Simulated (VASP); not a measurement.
Set up this calculation in VASP 6.6.1, as the native input.

* Task: single point
* Functional: LDA
* Potentials or basis: VASP PAW LDA potentials, release 64 (C_h)
* Cutoff: 910 eV
* k mesh: 6 × 6 × 6
* Occupations: gaussian, width 0.01 eV
* Spin: no spin polarisation
* Dipole correction: no
* Second run: hard_potentials
* Further INCAR settings: ALGO = Normal; EDIFF = 1e-06; NBANDS = 11

The structure of C lies in POSCAR:

```
C
1.0
    0.0000000000      1.7833700000      1.7833700000
    1.7833700000      0.0000000000      1.7833700000
    1.7833700000      1.7833700000      0.0000000000
C
2
Direct
    0.0000000000      0.0000000000      0.0000000000
    0.2500000000      0.2500000000      0.2500000000
```

These files were run (other wordings do the same):

INCAR

```
SYSTEM = C
ALGO = Normal
EDIFF = 1E-6
ENCUT = 910
GGA = CA
GGA_COMPAT = .FALSE.
ISIF = 2
ISMEAR = 0
LASPH = .TRUE.
LCHARG = .TRUE.
LELF = .TRUE.
LREAL = .FALSE.
LVHAR = .TRUE.
LWAVE = .FALSE.
NBANDS = 11
NELM = 120
PREC = Accurate
SIGMA = 0.01
```

KPOINTS

```
k-points
0
G
  6 6 6
  0 0 0
```

Potentials or basis: VASP PAW LDA potentials, release 64 (C_h).

Run with:

```bash
$ cat potpaw_LDA.64/C_h/POTCAR > POTCAR
$ mpirun -np 1 vasp_std > vasp.out
```

It gave:

| Quantity | Value |
| --- | --- |
| Pressure | -12.4 GPa |
| Band gap on the k mesh | 4.12 eV, indirect (least direct gap 5.54 eV) |

Caveat: the k points lie up to 0.51 Å⁻¹ apart; the cutoff is under 1.25 times the usual one of these potentials, so pressure, stress and relaxed cells hold a basis-set (Pulay) error.

It took 3.8 s on 1 thread of AMD EPYC 9R45 96-Core Processor (Zen 5), on a shared host, peak memory 0.1 GiB.
